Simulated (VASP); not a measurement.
# Y (Pm-3m) in VASP: a series of runs

Runs on Y. Level: PBEsol. Tasks: single point.

Everything below comes from runs of VASP 6.6.1. Logs are shortened: lines on timing, memory, paths and dates and some standing lists are left out, and cuts for length are marked.

## Step 1: The cell of the first run

It takes space group Pm-3m (No. 221, cubic). Conventional cell: a = 3.184 Å, b = 3.184 Å, c = 3.184 Å, α = 90.00°, β = 90.00°, γ = 90.00°. Within 4.2 Å of Y (site symmetry m-3m) lie 6 Y at 3.18 Å.

This isn't the form of Y at room conditions, which is hcp.

## Step 2: Single point, PBEsol

File INCAR:

```
ALGO = Normal
EDIFF = 1E-6
ENCUT = 520
GGA = PS
ISIF = 2
ISMEAR = 1
LASPH = True
LCHARG = False
LREAL = False
LWAVE = False
NBANDS = 12
NELM = 80
PREC = Accurate
SIGMA = 0.1
```

File KPOINTS:

```
k-points
0
Gamma
  12 12 12
```

File POSCAR:

```
Y
1.0
    3.1839160860      0.0000000000      0.0000000000
    0.0000000000      3.1839160860      0.0000000000
    0.0000000000      0.0000000000      3.1839160860
Y
1
Direct
    0.0000000000      0.0000000000      0.0000000000
```

Potentials or basis: VASP PAW PBE potentials, release 64 (Y_sv).

The run is started by

```console
$ cat potpaw_PBE.64/Y_sv/POTCAR > POTCAR
$ mpirun -np 1 vasp_std > vasp.out
```

OUTCAR:

```text
EDIFF = 1E-6
   ENCUT = 520
   GGA = PS
   ISIF = 2
   ISMEAR = 1
   LASPH = True
   LREAL = False
   NELM = 80
   PREC = Accurate

 ion  position               nearest neighbor table
   1  0.000  0.000  0.000-

  LATTYP: Found a simple cubic cell.
 ALAT       =     3.1839160860

  Lattice vectors:

 A1 = (   3.1839160860,   0.0000000000,   0.0000000000)
 A2 = (   0.0000000000,   3.1839160860,   0.0000000000)
 A3 = (   0.0000000000,   0.0000000000,   3.1839160860)

Analysis of symmetry for initial positions (statically):
=====================================================================
 Subroutine PRICEL returns:
 Original cell was already a primitive cell.

 Routine SETGRP: Setting up the symmetry group for a
 simple cubic supercell.

 Subroutine GETGRP returns: Found 48 space group operations
 (whereof 48 operations were pure point group operations)
 out of a pool of 48 trial point group operations.

The static configuration has the point symmetry O_h .

Analysis of symmetry for dynamics (positions and initial velocities):
=====================================================================
 Subroutine PRICEL returns:
 Original cell was already a primitive cell.

 Routine SETGRP: Setting up the symmetry group for a
 simple cubic supercell.

 Subroutine GETGRP returns: Found 48 space group operations
 (whereof 48 operations were pure point group operations)
 out of a pool of 48 trial point group operations.

The dynamic configuration has the point symmetry O_h .

 Subroutine INISYM returns: Found 48 space group operations
 (whereof 48 operations are pure point group operations),
 and found     1 'primitive' translations

----------------------------------------------------------------------------------------

                                     Primitive cell

  volume of cell :      32.2764

  direct lattice vectors                    reciprocal lattice vectors
     3.183916086  0.000000000  0.000000000     0.314078629  0.000000000  0.000000000
     0.000000000  3.183916086  0.000000000     0.000000000  0.314078629  0.000000000
     0.000000000  0.000000000  3.183916086     0.000000000  0.000000000  0.314078629

  length of vectors
     3.183916086  3.183916086  3.183916086     0.314078629  0.314078629  0.314078629

  position of ions in fractional coordinates (direct lattice)
     0.000000000  0.000000000  0.000000000

  ion indices of the primitive-cell ions
   primitive index   ion index
                 1           1

----------------------------------------------------------------------------------------

 KPOINTS: k-points

Automatic generation of k-mesh.
 Grid dimensions read from file:
 generate k-points for:   12   12   12

 Generating k-lattice:

  Cartesian coordinates                     Fractional coordinates (reciprocal lattice)
     0.026173219  0.000000000  0.000000000     0.083333333  0.000000000  0.000000000
     0.000000000  0.026173219  0.000000000     0.000000000  0.083333333  0.000000000
     0.000000000  0.000000000  0.026173219     0.000000000  0.000000000  0.083333333

  Length of vectors
     0.026173219  0.026173219  0.026173219

  Shift w.r.t. Gamma in fractional coordinates (k-lattice)
     0.000000000  0.000000000  0.000000000

 Subroutine IBZKPT returns following result:
 ===========================================

 Found     84 irreducible k-points:

 Following reciprocal coordinates:
            Coordinates               Weight
  0.000000  0.000000  0.000000      1.000000
  0.083333  0.000000  0.000000      6.000000
  0.166667  0.000000  0.000000      6.000000
  0.250000  0.000000  0.000000      6.000000
  0.333333  0.000000  0.000000      6.000000
  0.416667  0.000000  0.000000      6.000000
[... 16 lines left out ...]
  0.333333  0.333333  0.000000     12.000000
  0.416667  0.333333  0.000000     24.000000
 [... further k-points ...]
   k-points           NKPTS =     84   k-points in BZ     NKDIM =     84   number of bands    NBANDS=     12
   number of dos      NEDOS =    301   number of ions     NIONS =      1
   total plane-waves  NPLWV =  13824
   dimension x,y,z NGX =    24 NGY =   24 NGZ =   24
   dimension x,y,z NGXF=    48 NGYF=   48 NGZF=   48
   ions per type =               1
   NGX,Y,Z   is equivalent  to a cutoff of  12.53, 12.53, 12.53 a.u.
   NGXF,Y,Z  is equivalent  to a cutoff of  25.06, 25.06, 25.06 a.u.
 SYSTEM =  unknown system
   PREC   = accura    normal or accurate (medium, high low for compatibility)
   ISTART =      0    job   : 0-new  1-cont  2-samecut
   ICHARG =      2    charge: 1-file 2-atom 10-const
   ISPIN  =      1    spin polarized calculation?
   LNONCOLLINEAR =      F non collinear calculations
   LSORBIT =      F    spin-orbit coupling
   LASPH  =      T    aspherical Exc in radial PAW
   ENCUT  =  520.0 eV  38.22 Ry    6.18 a.u.   5.92  5.92  5.92*2*pi/ulx,y,z
   NELM   =     80;   NELMIN=  2; NELMDL= -5     # of ELM steps
   EDIFF  = 0.1E-05   stopping-criterion for ELM
   LREAL  =      F    real-space projection
   EDIFFG = 0.1E-04   stopping-criterion for IOM
   NSW    =      0    number of steps for IOM
   IBRION =     -1    ionic relax: 0-MD 1-quasi-New 2-CG
   NFREE  =      0    steps in history (QN), initial steepest desc. (CG)
   ISIF   =      2    stress and relaxation
   ISYM   =      2    0-nonsym 1-usesym 2-fastsym
   POTIM  = 0.5000    time-step for ionic-motion
   TEBEG  =    0.0;   TEEND  =   0.0 temperature during run
   PSTRESS=    0.0 pullay stress
   NELECT =      11.0000    total number of electrons
   NUPDOWN=      -1.0000    fix difference up-down
   EMIN   =  10.00;   EMAX   =-10.00  energy-range for DOS
   EFERMI =   0.00;   METHOD = LEGACY
   ISMEAR =     1;   SIGMA  =   0.10  broadening in eV -4-tet -1-fermi 0-gaus
   EFERMI_NEDOS =   21; number of points for ismear=-14 and -15
   IALGO  =     38    algorithm
   IMIX   =      4    mixing-type and parameters
     AMIX     =   0.40;   BMIX     =  1.00
     AMIX_MAG =   1.60;   BMIX_MAG =  1.00
  volume/ion in A,a.u.               =      32.28       217.81
  Fermi-wavevector in a.u.,A,eV,Ry     =   1.143521  2.160941 17.791523  1.307640
  Thomas-Fermi vector in A             =   2.280216
   LORBIT       =      0    0 simple, 1 ext, 2 COOP (PROOUT), +10 PAW based schemes
   GGA     = PS    functional components
   LHFCALC =     F    Hartree Fock is set to
   AEXX    =    0.0000 exact exchange contribution
   IVDW    =     0    specifies the selected vdW correction
   LEPSILON=     F    determine dielectric tensor
   LRPA    =     F    only Hartree local field effects (RPA)
 non-spin polarized calculation
 Methfessel and Paxton  Order N= 1 SIGMA  =   0.10
  energy-cutoff  :      520.00
  volume of cell :       32.28
 maximum number of plane-waves:       912
 NGX is ok and might be reduce to    24
   NGX = 11   NGY = 11   NGZ = 11

 number of electron      11.0000003 magnetization

 Free energy of the ion-electron system (eV)
  ---------------------------------------------------
  ext. energy  EPLUGINS =         0.00000000
  ---------------------------------------------------
  free energy    TOTEN  =        -6.02148914 eV

  energy without entropy =       -6.02113867  energy(sigma->0) =       -6.02137232

 E-fermi :   2.9543     XC(G=0):  -9.5497

 val. band max:        2.9523999979   @ k =   0.4167   0.0000   0.0000
 cond. band min:       2.9615096461   @ k =   0.2500   0.2500   0.0000
 fundamental gap:      0.0091096481
 Fermi energy:         2.9542831703

 k-point     1 :       0.0000    0.0000    0.0000
  band No.  band energies     occupation
      1     -39.8138      2.00000
      2     -19.4000      2.00000
      3     -19.4000      2.00000
      4     -19.4000      2.00000
      5      -1.6277      2.00000
      6       2.2470      2.00000
      7       2.2470      2.00000
      8       8.5932      0.00000
      9       8.5932      0.00000
     10       8.5932      0.00000
     11      13.6047      0.00000
     12      13.6047      0.00000

 k-point     2 :       0.0833    0.0000    0.0000
  band No.  band energies     occupation
      1     -39.8078      2.00000
      2     -19.4636      2.00000
      3     -19.3946      2.00000
      4     -19.3946      2.00000
      5      -1.4809      2.00000
      6       2.2915      2.00000
      7       2.3820      2.00000
      8       8.2983      0.00000
      9       8.2983      0.00000
     10       8.6117      0.00000
     11      12.9217      0.00000
     12      13.9686      0.00000

 k-point     3 :       0.1667    0.0000    0.0000
  band No.  band energies     occupation
      1     -39.7914      2.00000
      2     -19.6339      2.00000
      3     -19.3799      2.00000
      4     -19.3799      2.00000
      5      -1.0723      2.00000
      6       2.4171      2.00000
      7       2.7476      2.01280
      8       7.6408      0.00000
      9       7.6408      0.00000
     10       8.6627      0.00000
     11      11.6993      0.00000
     12      14.8178      0.00000

 k-point     4 :       0.2500    0.0000    0.0000
  band No.  band energies     occupation
      1     -39.7688      2.00000
      2     -19.8586      2.00000
      3     -19.3598      2.00000
      4     -19.3598      2.00000
      5      -0.4781      2.00000
      6       2.5995      2.00001
      7       3.1920     -0.00393
      8       6.9386      0.00000
      9       6.9386      0.00000
     10       8.7340      0.00000
     11      10.7283      0.00000
     12      15.2202      0.00000

 k-point     5 :       0.3333    0.0000    0.0000
  band No.  band energies     occupation
      1     -39.7461      2.00000
      2     -20.0749      2.00000
      3     -19.3396      2.00000
      4     -19.3396      2.00000
      5       0.2104      2.00000
      6       2.7968      2.04843
      7       3.4265     -0.00000
      8       6.3629      0.00000
      9       6.3629      0.00000
     10       8.8070      0.00000
     11      10.4201      0.00000
     12      14.1199      0.00000
[... 228 lines left out ...]
      1     -39.6858      2.00000
      2     -20.1659      2.00000
      3     -19.7585      2.00000
      4     -19.2867      2.00000
      5       1.5645      2.00000
      6       2.5456      2.00000
      7       4.3924     -0.00000
      8       6.1156      0.00000
      9       6.2694      0.00000
     10       7.4423      0.00000
     11      10.9793      0.00000
     12      13.9930      0.00000

 k-point    22 :       0.5000    0.2500    0.0000
  band No.  band energies     occupation
      1     -39.6797      2.00000
      2     -20.2198      2.00000
      3     -19.7513      2.00000
      4     -19.2814      2.00000
      5       1.8636      2.00000
      6       2.3087      2.00000
      7       4.3875     -0.00000
      8       6.1497      0.00000
      9       6.3224      0.00000
     10       7.4738      0.00000
     11      11.0001      0.00000
     12      14.7743      0.00000

 k-point    23 :       0.3333    0.3333    0.0000
  band No.  band energies     occupation
      1     -39.6801      2.00000
      2     -19.9969      2.00000
      3     -19.9757      2.00000
      4     -19.2818      2.00000
      5       1.3228      2.00000
      6       2.6858      2.00097
      7       5.2855      0.00000
      8       5.5912      0.00000
      9       6.6638      0.00000
     10       6.9080      0.00000
     11      11.0906      0.00000
     12      13.0189      0.00000

 k-point    24 :       0.4167    0.3333    0.0000
  band No.  band energies     occupation
      1     -39.6638      2.00000
      2     -20.1343      2.00000
      3     -19.9641      2.00000
      4     -19.2676      2.00000
      5       1.3774      2.00000
      6       2.6987      2.00180
      7       5.4437      0.00000
      8       6.2637      0.00000
      9       6.4182      0.00000
     10       6.9066      0.00000
     11      10.7933      0.00000
     12      13.5299      0.00000

 [... further k-points ...]

------------------------ aborting loop because EDIFF is reached ----------------------------------------

  FORCE on cell =-STRESS in cart. coord.  units (eV):
  Direction    XX          YY          ZZ          XY          YZ          ZX
  --------------------------------------------------------------------------------------
  -------------------------------------------------------------------------------------
  Total       -0.0073002     -0.0073002     -0.0073002      0.0000000      0.0000000      0.0000000
  in kB       -0.3623752     -0.3623752     -0.3623752      0.0000000      0.0000000      0.0000000
  external PRESSURE =      -0.3623752 kB  Pullay stress =       0.0000000 kB

 VOLUME and BASIS-vectors are now :
 -----------------------------------------------------------------------------
  energy-cutoff  :      520.00
  volume of cell :       32.28
      direct lattice vectors                 reciprocal lattice vectors
     3.183916086  0.000000000  0.000000000     0.314078629  0.000000000  0.000000000
     0.000000000  3.183916086  0.000000000     0.000000000  0.314078629  0.000000000
     0.000000000  0.000000000  3.183916086     0.000000000  0.000000000  0.314078629

 POSITION                                       TOTAL-FORCE (eV/Angst)
 -----------------------------------------------------------------------------------
      0.00000      0.00000      0.00000         0.000000      0.000000      0.000000
 -----------------------------------------------------------------------------------
    total drift:                                0.000000      0.000000      0.000000

  FREE ENERGIE OF THE ION-ELECTRON SYSTEM (eV)
  ---------------------------------------------------
  free  energy   TOTEN  =        -6.0214891420 eV

  energy  without entropy=       -6.0211386743  energy(sigma->0) =       -6.02137232
```

Wall time 26 s (1 thread of Intel Xeon 8259CL, shared host); peak memory 0.17 GiB.

Results:

```yaml
Free_energy: -6.0215 eV
Pressure: 0.0 GPa
Band_gap_on_the_k_mesh: zero (an odd number of electrons rules out a gap without spin polarisation)
```

Levels at points of the mesh, in eV from the Fermi level:
```
           k point  band 3  band 4  band 5  band 6  band 7  band 8
(0.00, 0.00, 0.00)  -22.35  -22.35   -4.58   -0.71   -0.71    5.64
(0.50, 0.00, 0.00)  -22.27  -22.27   -1.76    0.06    0.14    2.91
(0.50, 0.50, 0.00)  -23.11  -22.20   -2.04    0.19    3.51    3.51
(0.50, 0.50, 0.50)  -22.99  -22.99   -0.69   -0.69   -0.69    5.66
```

Caveat: the PAW data sets were made with another functional, which shifts forces and pressure a little.

## Step 3: Single point, PBEsol

This run uses another cell than the first one, of 32.08 Å³/atom.

File INCAR:

```
PREC = Accurate
ENCUT = 520
EDIFF = 1E-6
ISMEAR = 1
SIGMA = 0.1
LREAL = F
LASPH = T
NELM = 60
ALGO = Normal
ISIF = 2
LWAVE = F
LCHARG = F
GGA = PS
NBANDS = 12
```

File KPOINTS:

```
Automatic mesh
0
Gamma
  13 13 13
```

File POSCAR:

```
Y
1.0
    3.1773806871      0.0000000000      0.0000000000
    0.0000000000      3.1773806871      0.0000000000
    0.0000000000      0.0000000000      3.1773806871
Y
1
Direct
    0.0000000000      0.0000000000      0.0000000000
```

Potentials or basis: VASP PAW PBE potentials, release 64 (Y_sv).

The run is started by

```console
$ cat potpaw_PBE.64/Y_sv/POTCAR > POTCAR
$ mpirun -np 1 vasp_std > vasp.out
```

Run time: 30 s. Hardware: 1 thread of Intel Xeon 8259CL, shared host; peak memory 0.17 GiB.

The run converged. Its results:

* Free energy: -6.0224 eV
* Pressure: 0.5 GPa
* Band gap on the k mesh: zero (an odd number of electrons rules out a gap without spin polarisation)

Levels at points of the mesh, in eV from the Fermi level:
```
           k point  band 3  band 4  band 5  band 6  band 7  band 8
(0.00, 0.00, 0.00)  -22.35  -22.35   -4.61   -0.73   -0.73    5.66
```

Caveat: the PAW data sets were made with another functional, which shifts forces and pressure a little.
